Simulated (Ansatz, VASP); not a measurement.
**One calculation of Pb, two programs**

INCAR

```
ALGO = Fast
EDIFF = 1E-7
ENCUT = 520
GGA = PE
ISIF = 2
ISMEAR = 0
LASPH = True
LCHARG = True
LELF = True
LREAL = False
LVHAR = True
LWAVE = False
NBANDS = 13
NELM = 100
PREC = Accurate
SIGMA = 0.15
```

KPOINTS

```
k-points
0
Gamma
  18 18 18
```

POSCAR

```
Pb
1.0
   -0.1180794308      2.4121940868      2.4121940868
    2.4121940868     -0.1180794308      2.4121940868
    2.4121940868      2.4121940868     -0.1180794308
Pb
1
Direct
    0.0000000000      0.0000000000      0.0000000000
```

Input for Ansatz:

```yaml
crystal:
  lattice:
    - [-0.1180794308, 2.4121940868, 2.4121940868]
    - [2.4121940868, -0.1180794308, 2.4121940868]
    - [2.4121940868, 2.4121940868, -0.1180794308]
  atoms:
    - { symbol: Pb, position: [0.0, 0.0, 0.0] }
basis:
  ecutwfc: 420
kpoints:
  mp_grid: { grid: [18, 18, 18] }
hamiltonian:
  xc: pbe
scf:
  occupations: { method: gaussian, width: 0.15 }
output:
  forces: true
  stress: true
  eigenvalues: true
```

Alike in both runs: task single point; functional PBE; k mesh 18 × 18 × 18; occupations gaussian, width 0.15 eV; no spin polarisation.

```csv
,VASP,Ansatz
version,VASP 6.6.1,Ansatz 0.2.0
potentials or method,"VASP PAW PBE potentials, release 64 (Pb_d), cutoff 520 eV","scalar-relativistic, plane waves, PAW"
valence electrons in the cell,14,14
```

|  | VASP | Ansatz | Ansatz less VASP |
| --- | --- | --- | --- |
| gap on the k mesh at the Fermi level (eV) | none | none | - |
| pressure (GPa) | 2.9 | 2.9 | +0.06 |
| traceless stress, the component that is largest in VASP (GPa) | 0.84 | 0.84 | 0.000 |

A gap of «none» marks a metal or a gap that the smearing closes.

Spin-orbit coupling is off throughout.
